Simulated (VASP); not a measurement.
Ge:

```xyz
1
Lattice="1.3603 -2.4789 0.0000 1.3603 2.4789 0.0000 0.0000 0.0000 2.7301" Properties=species:S:1:pos:R:3 pbc="T T T"
Ge    1.3603    0.0000    0.0000
```

This cell differs from its parent crystal: ratio of the length along z to the lengths across it x 1.05, volume and fractional coordinates fixed.

Base run:

- Program: VASP 6.6.1
- Functional: PBEsol
- Potentials or basis: VASP PAW PBE potentials, release 64 (Ge_d)
- Cutoff: 520 eV
- k mesh: 28 × 28 × 26
- Occupations: gaussian, width 0.15 eV
- Spin: no spin polarisation

Its results: band gap on the k mesh zero (bands 7 and 8 overlap by 9.31 eV); pressure 0.7 GPa.

Q: The run is repeated on the same cell with these changes: dispersion from none to D3(BJ). What comes out?

A: Band gap on the k mesh zero (bands 7 and 8 overlap by 9.31 eV); pressure -2.3 GPa.

Dispersion adds attraction, which lowers the pressure at fixed volume and, as a term added to the energy, leaves the levels alone.

Caveats: the PAW data sets were made with another functional, which shifts forces and pressure a little; the stress differs along the axes, from -5 to 5 GPa (at least some runs); three body term missing (at least some runs); the stress differs along the axes, from -8 to 2 GPa (at least some runs).
